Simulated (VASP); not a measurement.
# B6As (R-3m) in VASP: relaxation of cell and atoms with r2SCAN

Aim: the relaxation of cell and atoms of B6As with r2SCAN.

All numbers are computed with VASP 6.6.1; they aren't measurements. Logs are shortened: lines on timing, memory, paths and dates and some standing lists are left out, and cuts for length are marked.

## (1) The cell of the first run

The structure is trigonal, space group R-3m (No. 166). The conventional cell has a = 6.137 Å, b = 6.137 Å, c = 11.895 Å, α = 90.00°, β = 90.00°, γ = 120.00°. Within 2.4 Å of B (site symmetry m) lie 6 B at 1.77 to 1.90 Å. Within 2.3 Å of B (site symmetry m) lie 5 B at 1.73 to 1.81 Å and 1 As at 2.00 Å. As (site symmetry 3m) has 3 B at 2.00 Å and 1 As at 2.39 Å within 2.6 Å.

## (2) Relaxation of cell and atoms, r2SCAN

POSCAR

```
B6As
1.0
    3.0684222178      1.7715543935      3.9649353976
   -3.0684222178      1.7715543935      3.9649353976
    0.0000000000     -3.5431087869      3.9649353976
B As
12 2
Direct
    0.0152897200      0.0152897200      0.3248784800
    0.0152897200      0.3248784800      0.0152897200
    0.8218557000      0.2724864900      0.8218557000
    0.8218557000      0.8218557000      0.2724864900
    0.2724864900      0.8218557000      0.8218557000
    0.7275135100      0.1781443000      0.1781443000
    0.1781443000      0.7275135100      0.1781443000
    0.1781443000      0.1781443000      0.7275135100
    0.9847102800      0.6751215200      0.9847102800
    0.9847102800      0.9847102800      0.6751215200
    0.6751215200      0.9847102800      0.9847102800
    0.3248784800      0.0152897200      0.0152897200
    0.6005523500      0.6005523500      0.6005523500
    0.3994476500      0.3994476500      0.3994476500
```

INCAR.step1

```
SYSTEM = B6As
ALGO = Normal
EDIFF = 1E-5
EDIFFG = -0.005
ENCUT = 550
GGA = PE
GGA_COMPAT = .FALSE.
IBRION = 2
ISIF = 3
ISMEAR = 0
LASPH = .TRUE.
LCHARG = .FALSE.
LREAL = .FALSE.
LWAVE = .TRUE.
NELM = 120
NELMIN = 4
NSW = 100
PREC = Accurate
SIGMA = 0.02
```

INCAR.step2

```
SYSTEM = B6As
ALGO = Normal
EDIFF = 1E-7
EDIFFG = -0.01
ENCUT = 550
GGA_COMPAT = .FALSE.
IBRION = 2
ISIF = 3
ISMEAR = 0
ISTART = 1
LASPH = .TRUE.
LCHARG = .FALSE.
LMIXTAU = .TRUE.
LREAL = .FALSE.
LWAVE = .FALSE.
METAGGA = R2SCAN
NELM = 120
NELMIN = 4
NSW = 100
PREC = Accurate
SIGMA = 0.02
```

KPOINTS

```
k-points
0
G
  6 6 6
  0 0 0
```

Potentials or basis: VASP PAW PBE potentials, release 64 (B, As).

Run with:

```console
> cat potpaw_PBE.64/B/POTCAR potpaw_PBE.64/As/POTCAR > POTCAR
> cp INCAR.step1 INCAR
> mpirun -np 1 vasp_std > vasp.out
> cp INCAR.step2 INCAR
> mpirun -np 1 vasp_std > vasp.out
```

OUTCAR:

```text
SYSTEM = B6As
   EDIFF = 1E-7
   EDIFFG = -0.01
   ENCUT = 550
   IBRION = 2
   ISIF = 3
   ISMEAR = 0
   ISTART = 1
   LASPH = .TRUE.
   LREAL = .FALSE.
   METAGGA = R2SCAN
   NELM = 120
   NELMIN = 4
   NSW = 100
   PREC = Accurate

 ion  position               nearest neighbor table
   1  0.015  0.015  0.325-  10 1.77   7 1.78   6 1.78   4 1.81   2 1.90  12 1.90
   2  0.015  0.325  0.015-   9 1.77   8 1.78   6 1.78   3 1.81  12 1.90   1 1.90
   3  0.822  0.272  0.822-   8 1.73   6 1.73  10 1.78  11 1.78   2 1.81  13 2.00
   4  0.822  0.822  0.272-   6 1.73   7 1.73   9 1.78  11 1.78   1 1.81  13 2.00
   5  0.272  0.822  0.822-   8 1.73   7 1.73  10 1.78   9 1.78  12 1.81  13 2.00
   6  0.728  0.178  0.178-   4 1.73   3 1.73   1 1.78   2 1.78  11 1.81  14 2.00
   7  0.178  0.728  0.178-   4 1.73   5 1.73   1 1.78  12 1.78   9 1.81  14 2.00
   8  0.178  0.178  0.728-   3 1.73   5 1.73   2 1.78  12 1.78  10 1.81  14 2.00
   9  0.985  0.675  0.985-   2 1.77   4 1.78   5 1.78   7 1.81  11 1.90  10 1.90
  10  0.985  0.985  0.675-   1 1.77   3 1.78   5 1.78   8 1.81   9 1.90  11 1.90
  11  0.675  0.985  0.985-  12 1.77   4 1.78   3 1.78   6 1.81   9 1.90  10 1.90
  12  0.325  0.015  0.015-  11 1.77   8 1.78   7 1.78   5 1.81   2 1.90   1 1.90
  13  0.601  0.601  0.601-   3 2.00   5 2.00   4 2.00  14 2.39
  14  0.399  0.399  0.399-   6 2.00   7 2.00   8 2.00  13 2.39

  LATTYP: Found a trigonal (rhomboedric) cell.
 ALAT       =     5.3173614305
 COS(alpha) =     0.3340097504

  Lattice vectors:

 A1 = (   3.0684222178,   1.7715543935,   3.9649353976)
 A2 = (  -3.0684222178,   1.7715543935,   3.9649353976)
 A3 = (   0.0000000000,  -3.5431087869,   3.9649353976)

Analysis of symmetry for initial positions (statically):
=====================================================================
 Subroutine PRICEL returns:
 Original cell was already a primitive cell.

 Routine SETGRP: Setting up the symmetry group for a
 trigonal (rhombohedral) supercell.

 Subroutine GETGRP returns: Found 12 space group operations
 (whereof 12 operations were pure point group operations)
 out of a pool of 12 trial point group operations.

The static configuration has the point symmetry D_3d.

Analysis of symmetry for dynamics (positions and initial velocities):
=====================================================================
 Subroutine PRICEL returns:
 Original cell was already a primitive cell.

 Routine SETGRP: Setting up the symmetry group for a
 trigonal (rhombohedral) supercell.

 Subroutine GETGRP returns: Found 12 space group operations
 (whereof 12 operations were pure point group operations)
 out of a pool of 12 trial point group operations.

The dynamic configuration has the point symmetry D_3d.

 Subroutine INISYM returns: Found 12 space group operations
 (whereof 12 operations are pure point group operations),
 and found     1 'primitive' translations

----------------------------------------------------------------------------------------

                                     Primitive cell

  volume of cell :     129.3174

  direct lattice vectors                    reciprocal lattice vectors
     3.068422218  1.771554393  3.964935398     0.162950195  0.094079339  0.084070306
    -3.068422218  1.771554393  3.964935398    -0.162950195  0.094079339  0.084070306
     0.000000000 -3.543108787  3.964935398     0.000000000 -0.188158678  0.084070306

[... 138 lines left out ...]
 conjugate gradient relaxation of ions
 non-spin polarized calculation
 Gauss-broadening in eV      SIGMA  =   0.02
  energy-cutoff  :      550.00
  volume of cell :      129.32
 maximum number of plane-waves:      3813
 NGX is ok and might be reduce to    42
   NGX = 21   NGY = 21   NGZ = 21

--------------------------------------- Ionic step        1  -------------------------------------------

 number of electron      46.0000001 magnetization

 Free energy of the ion-electron system (eV)
  ---------------------------------------------------
  ext. energy  EPLUGINS =         0.00000000
  ---------------------------------------------------
  free energy    TOTEN  =      -120.47644151 eV

  energy without entropy =     -120.47644151  energy(sigma->0) =     -120.47644151

------------------------ aborting loop because EDIFF is reached ----------------------------------------

  FORCE on cell =-STRESS in cart. coord.  units (eV):
  Direction    XX          YY          ZZ          XY          YZ          ZX
  --------------------------------------------------------------------------------------
  -------------------------------------------------------------------------------------
  Total       -0.0551718     -0.0551718     -0.0147642      0.0000000     -0.0000000      0.0000000
  in kB       -0.6835507     -0.6835507     -0.1829206      0.0000000     -0.0000000      0.0000000
  external PRESSURE =      -0.5166740 kB  Pullay stress =       0.0000000 kB

 VOLUME and BASIS-vectors are now :
 -----------------------------------------------------------------------------
  energy-cutoff  :      550.00
  volume of cell :      129.32
      direct lattice vectors                 reciprocal lattice vectors
     3.068422218  1.771554393  3.964935398     0.162950195  0.094079339  0.084070306
    -3.068422218  1.771554393  3.964935398    -0.162950195  0.094079339  0.084070306
     0.000000000 -3.543108787  3.964935398     0.000000000 -0.188158678  0.084070306

 POSITION                                       TOTAL-FORCE (eV/Angst)
 -----------------------------------------------------------------------------------
      0.00000     -1.09691      1.40937         0.000000     -0.011197     -0.005336
     -0.94995      0.54845      1.40937        -0.009697      0.005599     -0.005336
      1.68570     -0.97324      7.59760        -0.016800      0.009700     -0.002051
      0.00000      1.94647      7.59760         0.000000     -0.019399     -0.002051
     -1.68570     -0.97324      7.59760         0.016800      0.009700     -0.002051
      1.68570      0.97324      4.29721        -0.016800     -0.009700      0.002051
     -1.68570      0.97324      4.29721         0.016800     -0.009700      0.002051
      0.00000     -1.94647      4.29721         0.000000      0.019399      0.002051
      0.94995     -0.54845     10.48544         0.009697     -0.005599      0.005336
      0.00000      1.09691     10.48544         0.000000      0.011197      0.005336
     -0.94995     -0.54845     10.48544        -0.009697     -0.005599      0.005336
      0.94995      0.54845      1.40937         0.009697      0.005599     -0.005336
      0.00000      0.00000      7.14345         0.000000     -0.000000     -0.026437
      0.00000      0.00000      4.75135         0.000000      0.000000      0.026437
 -----------------------------------------------------------------------------------
    total drift:                                0.000000     -0.000000      0.000000

  FREE ENERGIE OF THE ION-ELECTRON SYSTEM (eV)
  ---------------------------------------------------
  free  energy   TOTEN  =      -120.4764415116 eV

  energy  without entropy=     -120.4764415116  energy(sigma->0) =     -120.47644151

--------------------------------------- Ionic step        2  -------------------------------------------

 number of electron      46.0000001 magnetization

 Free energy of the ion-electron system (eV)
  ---------------------------------------------------
  ext. energy  EPLUGINS =         0.00000000
  ---------------------------------------------------
  free energy    TOTEN  =      -120.47655461 eV

  energy without entropy =     -120.47655461  energy(sigma->0) =     -120.47655461

 E-fermi :   4.5116     XC(G=0): -11.6545

 val. band max:        4.3881867979   @ k =   0.5000   0.5000   0.5000
 cond. band min:       7.2673221719   @ k =   0.5000  -0.0000  -0.0000
 fundamental gap:      2.8791353740
 Fermi energy:         4.5115616453

 k-point     1 :       0.0000    0.0000    0.0000
  band No.  band energies     occupation
      1     -11.1462      2.00000
      2      -7.8821      2.00000
      3      -6.2890      2.00000
      4      -6.2890      2.00000
      5      -6.1028      2.00000
      6      -4.9539      2.00000
[... 805 lines left out ...]
     30      10.9967      0.00000
     31      11.4663      0.00000

 [... further k-points ...]

------------------------ aborting loop because EDIFF is reached ----------------------------------------

  FORCE on cell =-STRESS in cart. coord.  units (eV):
  Direction    XX          YY          ZZ          XY          YZ          ZX
  --------------------------------------------------------------------------------------
  -------------------------------------------------------------------------------------
  Total       -0.0106467     -0.0106467      0.0805558      0.0000000      0.0000000      0.0000000
  in kB       -0.1319635     -0.1319635      0.9984767      0.0000000      0.0000000      0.0000000
  external PRESSURE =       0.2448499 kB  Pullay stress =       0.0000000 kB

 VOLUME and BASIS-vectors are now :
 -----------------------------------------------------------------------------
  energy-cutoff  :      550.00
  volume of cell :      129.26
      direct lattice vectors                 reciprocal lattice vectors
     3.067838860  1.771217591  3.964733678     0.162981181  0.094097229  0.084074584
    -3.067838860  1.771217591  3.964733678    -0.162981181  0.094097229  0.084074584
     0.000000000 -3.542435183  3.964733678     0.000000000 -0.188194457  0.084074584

 POSITION                                       TOTAL-FORCE (eV/Angst)
 -----------------------------------------------------------------------------------
      0.00000     -1.09724      1.40904         0.000000     -0.001195     -0.008381
     -0.95024      0.54862      1.40904        -0.001035      0.000597     -0.008381
      1.68457     -0.97258      7.59712         0.005982     -0.003454      0.002927
      0.00000      1.94517      7.59712         0.000000      0.006908      0.002927
     -1.68457     -0.97258      7.59712        -0.005982     -0.003454      0.002927
      1.68457      0.97258      4.29709         0.005982      0.003454     -0.002927
     -1.68457      0.97258      4.29709        -0.005982      0.003454     -0.002927
      0.00000     -1.94517      4.29709         0.000000     -0.006908     -0.002927
      0.95024     -0.54862     10.48516         0.001035     -0.000597      0.008381
      0.00000      1.09724     10.48516         0.000000      0.001195      0.008381
     -0.95024     -0.54862     10.48516        -0.001035     -0.000597      0.008381
      0.95024      0.54862      1.40904         0.001035      0.000597     -0.008381
      0.00000      0.00000      7.14182         0.000000     -0.000000     -0.000793
      0.00000      0.00000      4.75239         0.000000      0.000000      0.000793
 -----------------------------------------------------------------------------------
    total drift:                                0.000000     -0.000000      0.000000

  FREE ENERGIE OF THE ION-ELECTRON SYSTEM (eV)
  ---------------------------------------------------
  free  energy   TOTEN  =      -120.4765546088 eV

  energy  without entropy=     -120.4765546088  energy(sigma->0) =     -120.47655461

 reached required accuracy - stopping structural energy minimisation
```

Run time: 32 min. Hardware: 1 thread of Oxide Virtual Turin-like, shared host; peak memory 0.31 GiB.

What came out:

| Quantity | Value |
| --- | --- |
| Free energy | -120.4766 eV |
| Relaxed volume | 9.23 Å³/atom |
| Relaxed cell | a = 5.317 Å, b = 5.317 Å, c = 5.317 Å, α = 70.48°, β = 70.48°, γ = 70.48° |
| Space group after relaxing (to 0.1 Å) | R-3m (No. 166) |
| Energy gained by relaxing | 0.0 meV/atom |
| Ionic steps | 2 |
| Pressure after relaxing | 0.0 GPa |
| Largest force after relaxing | 0.008 eV/Å |
| Band gap on the k mesh | 2.88 eV (least direct gap 2.97 eV) |

Forces in eV/Å, atoms in the order of the input:
```
B    0.000 -0.001 -0.008
B   -0.001  0.001 -0.008
B    0.006 -0.003  0.003
B    0.000  0.007  0.003
B   -0.006 -0.003  0.003
B    0.006  0.003 -0.003
B   -0.006  0.003 -0.003
B    0.000 -0.007 -0.003
B    0.001 -0.001  0.008
B    0.000  0.001  0.008
B   -0.001 -0.001  0.008
B    0.001  0.001 -0.008
As   0.000  0.000 -0.001
As   0.000  0.000  0.001
```

Step by step:
```tsv
step	energy change (eV)	largest force (eV/Å)	pressure (GPa)	volume (Å³)
1	0.0000	0.0264	-0.05	129.32
2	-0.0001	0.0085	0.02	129.26
```

Final structure:
```yaml
crystal:
  lattice:
    - [3.06784, 1.77122, 3.96473]
    - [-3.06784, 1.77122, 3.96473]
    - [0.00000, -3.54244, 3.96473]
  atoms:
    - { symbol: B, position: [0.01522, 0.01522, 0.32496] }
    - { symbol: B, position: [0.01522, 0.32496, 0.01522] }
    - { symbol: B, position: [0.82176, 0.27265, 0.82176] }
    - { symbol: B, position: [0.82176, 0.82176, 0.27265] }
    - { symbol: B, position: [0.27265, 0.82176, 0.82176] }
    - { symbol: B, position: [0.72735, 0.17824, 0.17824] }
    - { symbol: B, position: [0.17824, 0.72735, 0.17824] }
    - { symbol: B, position: [0.17824, 0.17824, 0.72735] }
    - { symbol: B, position: [0.98478, 0.67504, 0.98478] }
    - { symbol: B, position: [0.98478, 0.98478, 0.67504] }
    - { symbol: B, position: [0.67504, 0.98478, 0.98478] }
    - { symbol: B, position: [0.32496, 0.01522, 0.01522] }
    - { symbol: As, position: [0.60045, 0.60045, 0.60045] }
    - { symbol: As, position: [0.39955, 0.39955, 0.39955] }
```

Levels at points of the mesh, in eV from the valence-band top:
| k point | band 21 | band 22 | band 23 | band 24 | band 25 | band 26 |
| --- | --- | --- | --- | --- | --- | --- |
| (0.00, 0.00, 0.00) | -0.21 | -0.08 | -0.08 | 4.78 | 5.09 | 5.09 |
| (0.50, 0.00, 0.00) | -1.40 | -1.17 | -0.11 | 2.88 | 4.49 | 4.96 |
| (0.50, 0.50, 0.00) | -1.03 | -0.72 | -0.29 | 3.69 | 4.76 | 5.08 |
| (0.50, 0.50, 0.50) | -0.83 | -0.83 | 0.00 | 2.97 | 3.96 | 4.03 |

Caveat: the PAW data sets were made with another functional, which shifts forces and pressure a little. A k mesh can miss the band edges.
